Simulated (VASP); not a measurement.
## SnS: relaxation of shape and atoms at fixed volume with PBE

Crystal: SnS.

```
CELL_PARAMETERS angstrom
11.32988 0.00000 0.00000
0.00000 3.98264 0.00000
0.00000 0.00000 4.40921
ATOMIC_POSITIONS crystal
Sn 0.12154 0.25000 0.13001
Sn 0.37846 0.75000 0.63001
Sn 0.62154 0.25000 0.36999
Sn 0.87846 0.75000 0.86999
S 0.84990 0.25000 0.47744
S 0.65010 0.75000 0.97744
S 0.34990 0.25000 0.02256
S 0.15010 0.75000 0.52256
```

```json
{"Program": "VASP 6.6.1", "Task": "relaxation of shape and atoms at fixed volume", "Functional": "PBE", "Potentials or basis": "VASP PAW PBE potentials, release 64 (Sn_d, S)", "Cutoff": "500 eV", "k mesh": "4 × 8 × 6", "Occupations": "gaussian, width 0.02 eV", "Spin": "no spin polarisation", "Dipole correction": "no", "Further INCAR settings": "ALGO = Normal; EDIFF = 1e-07; IBRION = 2; EDIFFG = -0.01; NSW = 50; ISIF = 4"}
```

```
Energy gained by relaxing    : 2.2 meV/atom
Ionic steps                  : 8
Pressure after relaxing      : 0.7 GPa
Largest force after relaxing : 0.008 eV/Å
Band gap on the k mesh       : 0.99 eV (least direct gap 1.28 eV)
```

Forces in eV/Å, atoms in the order of the input:
```
Sn   0.006  0.000 -0.006
Sn  -0.006  0.000 -0.006
Sn   0.006  0.000  0.006
Sn  -0.006  0.000  0.006
S    0.004  0.000  0.000
S   -0.004  0.000  0.000
S    0.004  0.000  0.000
S   -0.004  0.000  0.000
```

The path:
| step | energy change (eV) | largest force (eV/Å) | pressure (GPa) | volume (Å³) |
| --- | --- | --- | --- | --- |
| 1 | 0.0000 | 0.2138 | 1.63 | 198.96 |
| 2 | -0.0103 | 0.1243 | 1.29 | 198.96 |
| 3 | -0.0162 | 0.0174 | 0.76 | 198.96 |
| 4 | -0.0162 | 0.0093 | 0.79 | 198.96 |
| 5 | -0.0170 | 0.0165 | 0.76 | 198.96 |
| 6 | -0.0173 | 0.0231 | 0.74 | 198.96 |
| 7 | -0.0174 | 0.0246 | 0.74 | 198.96 |
| 8 | -0.0176 | 0.0081 | 0.72 | 198.96 |

Final structure:
```
Sn S
1.0
    11.30437    0.00000    0.00000
     0.00000    4.01227    0.00000
     0.00000    0.00000    4.38653
Sn S
4 4
Direct
  0.11962 0.25000 0.12644
  0.38038 0.75000 0.62644
  0.61962 0.25000 0.37356
  0.88038 0.75000 0.87356
  0.85129 0.25000 0.47442
  0.64871 0.75000 0.97442
  0.35129 0.25000 0.02558
  0.14871 0.75000 0.52558
```

Levels at points of the mesh, in eV from the valence-band top:
| k point | band 38 | band 39 | band 40 | band 41 | band 42 | band 43 |
| --- | --- | --- | --- | --- | --- | --- |
| (0.00, 0.00, 0.00) | -1.06 | -0.68 | -0.46 | 1.09 | 3.07 | 3.09 |
| (0.50, 0.00, 0.00) | -1.95 | -0.53 | -0.53 | 2.74 | 2.74 | 2.83 |
| (0.00, 0.50, 0.00) | -0.86 | -0.83 | -0.83 | 1.38 | 1.38 | 1.65 |
| (0.50, 0.50, 0.00) | -0.96 | -0.96 | -0.96 | 1.70 | 1.70 | 1.70 |
| (0.00, 0.00, 0.50) | -0.81 | -0.03 | -0.03 | 1.58 | 1.58 | 2.03 |
| (0.50, 0.00, 0.50) | -0.61 | 0.00 | 0.00 | 1.55 | 1.55 | 2.04 |
| (0.00, 0.50, 0.50) | -2.25 | -1.28 | -1.28 | 2.87 | 2.87 | 3.09 |
| (0.50, 0.50, 0.50) | -1.51 | -1.51 | -1.51 | 2.77 | 2.77 | 2.77 |

Wall time 7.6 min on 4 MPI ranks on Intel(R) Xeon(R) Platinum 8488C (Sapphire Rapids) (shared host), peak memory 0.54 GiB a rank.

Caveat: spin-orbit coupling is left out, which moves the levels of the heavy elements. A k mesh can miss the band edges.
